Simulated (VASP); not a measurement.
Runs of VASP 6.6.1 on SnO2. The structure is that of space group P6_3/mmc (No. 194), or close to it. The cells are those of the table. 

```tsv
cell	gap on the mesh (eV)	pressure (GPa)	largest force (eV/Å)
a = 3.176, b = 3.176, c = 10.608 Å, angles 90.0, 90.0, 120.0°, 6 atoms	2.95	1.1	(a)
a = 3.209, b = 3.209, c = 10.718 Å, angles 90.0, 90.0, 120.0°, 6 atoms	2.74	-3.5	0.32
a = 3.241, b = 3.241, c = 10.826 Å, angles 90.0, 90.0, 120.0°, 6 atoms	2.54	-7.3	0.65
a = 3.273, b = 3.273, c = 10.933 Å, angles 90.0, 90.0, 120.0°, 6 atoms	2.35	-10.4	0.94
a = 3.304, b = 3.304, c = 11.037 Å, angles 90.0, 90.0, 120.0°, 6 atoms	(c)	-13.1	(b)
```

Alike in all rows: task single point; level r2SCAN+D3(BJ); potentials or basis VASP PAW PBE potentials, release 64 (Sn_d, O); no spin polarisation; k mesh 12 × 12 × 2; cutoff (eV) 520; smearing gaussian 0.01 eV.

Q: Estimate the missing entries.

A: (a) 0.06; (b) 1.19; (c) 2.18.

Caveats: the PAW data sets were made with another functional, which shifts forces and pressure a little; spin-orbit coupling is left out, which moves the levels of the heavy elements.

A k mesh can miss the band edges, and the runs leave out spin-orbit coupling on Sn.
